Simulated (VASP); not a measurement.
# As2Se (I4_1/amd) in VASP: a series of runs

The runs below take As2Se through single point, with PBEsol.

All numbers are computed with VASP 6.6.1; they aren't measurements. Logs are shortened: lines on timing, memory, paths and dates and some standing lists are left out, and cuts for length are marked.

### 1 The cell of the first run

The structure is tetragonal, space group I4_1/amd (No. 141). Conventional cell: a = 6.743 Å, b = 6.743 Å, c = 5.209 Å, α = 90.00°, β = 90.00°, γ = 90.00°. As (site symmetry 2/m) has 2 Se at 2.58 Å and 6 As at 2.72 to 3.37 Å within 3.4 Å. Within 3.4 Å of Se (site symmetry -4m2) lie 4 As at 2.58 Å.

### 2 Single point, PBEsol (volume scaled by 0.94, then relaxed in part)

File INCAR:

```
ALGO     = Normal         # electronic algorithm
EDIFF    = 1E-6           # SCF threshold, eV
ENCUT    = 520            # plane-wave cutoff, eV
GGA      = PS             # functional
ISIF     = 2              # what is computed and relaxed
ISMEAR   = 0              # smearing method
LASPH    = True           # aspherical terms in the spheres
LCHARG   = False          # write CHGCAR
LREAL    = False          # projectors in reciprocal space
LWAVE    = False          # write WAVECAR
NBANDS   = 25             # bands
NELM     = 80             # most SCF steps
PREC     = Accurate       # precision mode
SIGMA    = 0.1            # smearing width, eV
```

File KPOINTS:

```
k-points
0
Gamma
  8 8 8
```

File POSCAR:

```
As2Se
1.0
   -3.3714960746      3.3714960746      2.6044577200
    3.3714960746     -3.3714960746      2.6044577200
    3.3714960746      3.3714960746     -2.6044577200
As Se
4 2
Direct
    0.8750000000      0.1250000000      0.7500000000
    0.3750000000      0.1250000000      0.2500000000
    0.8750000000      0.6250000000      0.7500000000
    0.8750000000      0.1250000000      0.2500000000
    0.5000000000      0.5000000000      0.0000000000
    0.2500000000      0.7500000000      0.5000000000
```

Potentials or basis: VASP PAW PBE potentials, release 64 (As, Se).

Command:

```
$ cat potpaw_PBE.64/As/POTCAR potpaw_PBE.64/Se/POTCAR > POTCAR
$ mpirun -np 1 vasp_std > vasp.out
```

OUTCAR:

```text
EDIFF = 1E-6
   ENCUT = 520
   GGA = PS
   ISIF = 2
   ISMEAR = 0
   LASPH = True
   LREAL = False
   NELM = 80
   PREC = Accurate

 ion  position               nearest neighbor table
   1  0.875  0.125  0.750-   5 2.58   6 2.58   4 2.72   4 2.72   3 2.72   3 2.72
   2  0.375  0.125  0.250-   5 2.58   6 2.58   3 2.72   4 2.72   4 2.72   3 2.72
   3  0.875  0.625  0.750-   5 2.58   6 2.58   1 2.72   2 2.72   1 2.72   2 2.72
   4  0.875  0.125  0.250-   6 2.58   5 2.58   2 2.72   1 2.72   1 2.72   2 2.72
   5  0.500  0.500  0.000-   4 2.58   2 2.58   3 2.58   1 2.58
   6  0.250  0.750  0.500-   1 2.58   2 2.58   3 2.58   4 2.58

  LATTYP: Found a body centered tetragonal cell.
 ALAT       =     6.7429921492
 C/A-ratio  =     0.7724931788

  Lattice vectors:

 A1 = (  -3.3714960746,   3.3714960746,   2.6044577200)
 A2 = (   3.3714960746,  -3.3714960746,   2.6044577200)
 A3 = (   3.3714960746,   3.3714960746,  -2.6044577200)

Analysis of symmetry for initial positions (statically):
=====================================================================
 Subroutine PRICEL returns:
 Original cell was already a primitive cell.

 Routine SETGRP: Setting up the symmetry group for a
 body centered tetragonal supercell.

 Subroutine GETGRP returns: Found 16 space group operations
 (whereof  8 operations were pure point group operations)
 out of a pool of 16 trial point group operations.

The static configuration has the point symmetry D_2d.
 The point group associated with its full space group is D_4h.

Analysis of symmetry for dynamics (positions and initial velocities):
=====================================================================
 Subroutine PRICEL returns:
 Original cell was already a primitive cell.

 Routine SETGRP: Setting up the symmetry group for a
 body centered tetragonal supercell.

 Subroutine GETGRP returns: Found 16 space group operations
 (whereof  8 operations were pure point group operations)
 out of a pool of 16 trial point group operations.

The dynamic configuration has the point symmetry D_2d.
 The point group associated with its full space group is D_4h.

 Subroutine INISYM returns: Found 16 space group operations
 (whereof  8 operations are pure point group operations),
 and found     1 'primitive' translations

----------------------------------------------------------------------------------------

                                     Primitive cell

  volume of cell :     118.4193

  direct lattice vectors                    reciprocal lattice vectors
    -3.371496075  3.371496075  2.604457720     0.000000000  0.148302115  0.191978544
     3.371496075 -3.371496075  2.604457720     0.148302115  0.000000000  0.191978544
     3.371496075  3.371496075 -2.604457720     0.148302115  0.148302115  0.000000000

  length of vectors
     5.432970787  5.432970787  5.432970787     0.242588703  0.242588703  0.209730863

  position of ions in fractional coordinates (direct lattice)
     0.875000000  0.125000000  0.750000000
     0.375000000  0.125000000  0.250000000
     0.875000000  0.625000000  0.750000000
     0.875000000  0.125000000  0.250000000
     0.500000000  0.500000000  0.000000000
     0.250000000  0.750000000  0.500000000

  ion indices of the primitive-cell ions
   primitive index   ion index
                 1           1
                 2           2
                 3           3
                 4           4
                 5           5
                 6           6

----------------------------------------------------------------------------------------

 KPOINTS: k-points

Automatic generation of k-mesh.
 Grid dimensions read from file:
 generate k-points for:    8    8    8

 Generating k-lattice:

  Cartesian coordinates                     Fractional coordinates (reciprocal lattice)
     0.000000000  0.018537764  0.023997318     0.125000000  0.000000000  0.000000000
     0.018537764  0.000000000  0.023997318     0.000000000  0.125000000  0.000000000
     0.018537764  0.018537764  0.000000000     0.000000000  0.000000000  0.125000000

  Length of vectors
     0.030323588  0.030323588  0.026216358

  Shift w.r.t. Gamma in fractional coordinates (k-lattice)
     0.000000000  0.000000000  0.000000000

 Subroutine IBZKPT returns following result:
 ===========================================

 Found     59 irreducible k-points:

 Following reciprocal coordinates:
            Coordinates               Weight
  0.000000  0.000000  0.000000      1.000000
  0.125000  0.000000 -0.000000      8.000000
  0.250000  0.000000 -0.000000      8.000000
  0.375000  0.000000 -0.000000      8.000000
  0.500000  0.000000 -0.000000      4.000000
  0.125000  0.125000 -0.000000      8.000000
[... 16 lines left out ...]
  0.250000  0.125000  0.125000     16.000000
  0.375000  0.125000  0.125000      8.000000
 [... further k-points ...]
   k-points           NKPTS =     59   k-points in BZ     NKDIM =     59   number of bands    NBANDS=     25
   number of dos      NEDOS =    301   number of ions     NIONS =      6
   total plane-waves  NPLWV =  64000
   dimension x,y,z NGX =    40 NGY =   40 NGZ =   40
   dimension x,y,z NGXF=    80 NGYF=   80 NGZF=   80
   ions per type =               4   2
   NGX,Y,Z   is equivalent  to a cutoff of  12.24, 12.24, 12.24 a.u.
   NGXF,Y,Z  is equivalent  to a cutoff of  24.48, 24.48, 24.48 a.u.
 SYSTEM =  unknown system
   PREC   = accura    normal or accurate (medium, high low for compatibility)
   ISTART =      0    job   : 0-new  1-cont  2-samecut
   ICHARG =      2    charge: 1-file 2-atom 10-const
   ISPIN  =      1    spin polarized calculation?
   LNONCOLLINEAR =      F non collinear calculations
   LSORBIT =      F    spin-orbit coupling
   LASPH  =      T    aspherical Exc in radial PAW
   ENCUT  =  520.0 eV  38.22 Ry    6.18 a.u.  10.10 10.10 10.10*2*pi/ulx,y,z
   NELM   =     80;   NELMIN=  2; NELMDL= -5     # of ELM steps
   EDIFF  = 0.1E-05   stopping-criterion for ELM
   LREAL  =      F    real-space projection
   EDIFFG = 0.1E-04   stopping-criterion for IOM
   NSW    =      0    number of steps for IOM
   IBRION =     -1    ionic relax: 0-MD 1-quasi-New 2-CG
   NFREE  =      0    steps in history (QN), initial steepest desc. (CG)
   ISIF   =      2    stress and relaxation
   ISYM   =      2    0-nonsym 1-usesym 2-fastsym
   POTIM  = 0.5000    time-step for ionic-motion
   TEBEG  =    0.0;   TEEND  =   0.0 temperature during run
   PSTRESS=    0.0 pullay stress
   NELECT =      32.0000    total number of electrons
   NUPDOWN=      -1.0000    fix difference up-down
   EMIN   =  10.00;   EMAX   =-10.00  energy-range for DOS
   EFERMI =   0.00;   METHOD = LEGACY
   ISMEAR =     0;   SIGMA  =   0.10  broadening in eV -4-tet -1-fermi 0-gaus
   EFERMI_NEDOS =   21; number of points for ismear=-14 and -15
   IALGO  =     38    algorithm
   IMIX   =      4    mixing-type and parameters
     AMIX     =   0.40;   BMIX     =  1.00
     AMIX_MAG =   1.60;   BMIX_MAG =  1.00
  volume/ion in A,a.u.               =      19.74       133.19
  Fermi-wavevector in a.u.,A,eV,Ry     =   1.058402  2.000090 15.241445  1.120215
  Thomas-Fermi vector in A             =   2.193710
   LORBIT       =      0    0 simple, 1 ext, 2 COOP (PROOUT), +10 PAW based schemes
   GGA     = PS    functional components
   LHFCALC =     F    Hartree Fock is set to
   AEXX    =    0.0000 exact exchange contribution
   IVDW    =     0    specifies the selected vdW correction
   LEPSILON=     F    determine dielectric tensor
   LRPA    =     F    only Hartree local field effects (RPA)
 non-spin polarized calculation
 Gauss-broadening in eV      SIGMA  =   0.10
  energy-cutoff  :      520.00
  volume of cell :      118.42
 maximum number of plane-waves:      3212
   NGX = 21   NGY = 21   NGZ = 21

 number of electron      32.0000002 magnetization

 Free energy of the ion-electron system (eV)
  ---------------------------------------------------
  ext. energy  EPLUGINS =         0.00000000
  ---------------------------------------------------
  free energy    TOTEN  =       -27.75245504 eV

  energy without entropy =      -27.74129954  energy(sigma->0) =      -27.74687729

 E-fermi :   5.9080     XC(G=0): -10.5713

 val. band max:        5.8835257010   @ k =  -0.3750   0.5000   0.1250
 cond. band min:       5.9247352341   @ k =   0.5000   0.5000   0.1250
 fundamental gap:      0.0412095331
 Fermi energy:         5.9079759858

 k-point     1 :       0.0000    0.0000    0.0000
  band No.  band energies     occupation
      1     -10.1184      2.00000
      2      -7.4177      2.00000
      3      -4.7526      2.00000
      4      -4.7526      2.00000
      5      -4.7427      2.00000
      6      -2.9664      2.00000
[... 17 lines left out ...]
     24      12.1531      0.00000
     25      12.1532      0.00000

 k-point     2 :       0.1250    0.0000   -0.0000
  band No.  band energies     occupation
      1     -10.0006      2.00000
      2      -7.4944      2.00000
      3      -5.1406      2.00000
      4      -4.8029      2.00000
      5      -4.7461      2.00000
      6      -3.1390      2.00000
[... 17 lines left out ...]
     24      11.7054      0.00000
     25      12.2627      0.00000

 k-point     3 :       0.2500    0.0000   -0.0000
  band No.  band energies     occupation
      1      -9.6524      2.00000
      2      -7.6608      2.00000
      3      -6.0273      2.00000
      4      -4.9761      2.00000
      5      -4.9158      2.00000
      6      -2.9409      2.00000
[... 552 lines left out ...]
 k-point    23 :       0.2500    0.1250    0.1250
  band No.  band energies     occupation
      1      -8.9572      2.00000
      2      -7.9544      2.00000
      3      -6.9200      2.00000
      4      -6.2183      2.00000
      5      -4.0032      2.00000
      6      -2.4541      2.00000
[... 17 lines left out ...]
     24      10.7663      0.00000
     25      11.8489      0.00000

 k-point    24 :       0.3750    0.1250    0.1250
  band No.  band energies     occupation
      1      -8.4191      2.00000
      2      -8.1943      2.00000
      3      -7.3958      2.00000
      4      -6.3827      2.00000
      5      -3.9603      2.00000
      6      -2.1826      2.00000
[... 17 lines left out ...]
     24      10.7977      0.00000
     25      11.8299      0.00000

 [... further k-points ...]
[... 5 lines left out ...]
  --------------------------------------------------------------------------------------
  -------------------------------------------------------------------------------------
  Total        4.0057664      4.0057664      4.1128298      0.0000000      0.0000000      0.0000000
  in kB       54.1967918     54.1967918     55.6453270      0.0000000      0.0000000      0.0000000
  external PRESSURE =      54.6796369 kB  Pullay stress =       0.0000000 kB

 VOLUME and BASIS-vectors are now :
 -----------------------------------------------------------------------------
  energy-cutoff  :      520.00
  volume of cell :      118.42
      direct lattice vectors                 reciprocal lattice vectors
    -3.371496075  3.371496075  2.604457720     0.000000000  0.148302115  0.191978544
     3.371496075 -3.371496075  2.604457720     0.148302115  0.000000000  0.191978544
     3.371496075  3.371496075 -2.604457720     0.148302115  0.148302115  0.000000000

 POSITION                                       TOTAL-FORCE (eV/Angst)
 -----------------------------------------------------------------------------------
      0.00000      5.05724      0.65111        -0.000000      0.000000      0.000000
     -0.00000      1.68575      0.65111        -0.000000      0.000000      0.000000
      1.68575      3.37150      1.95334        -0.000000      0.000000      0.000000
     -1.68575      3.37150      1.95334        -0.000000      0.000000      0.000000
      0.00000      0.00000      2.60446        -0.000000      0.000000      0.000000
      3.37150     -0.00000      1.30223         0.000000     -0.000000     -0.000000
 -----------------------------------------------------------------------------------
    total drift:                               -0.000000      0.000000      0.000000

  FREE ENERGIE OF THE ION-ELECTRON SYSTEM (eV)
  ---------------------------------------------------
  free  energy   TOTEN  =       -27.7524550382 eV

  energy  without entropy=      -27.7412995418  energy(sigma->0) =      -27.74687729
```

Run time: 3.5 min. Hardware: 1 thread of AMD EPYC 7R13, shared host; peak memory 0.31 GiB.

What came out:

* Free energy: -27.7525 eV
* Pressure: 5.5 GPa
* Band gap on the k mesh: zero (band 16 reaches 6.17 eV, above the bottom of band 17 at 5.72 eV)

Caveat: the PAW data sets were made with another functional, which shifts forces and pressure a little.

(Part 1 of 3 ends here.)
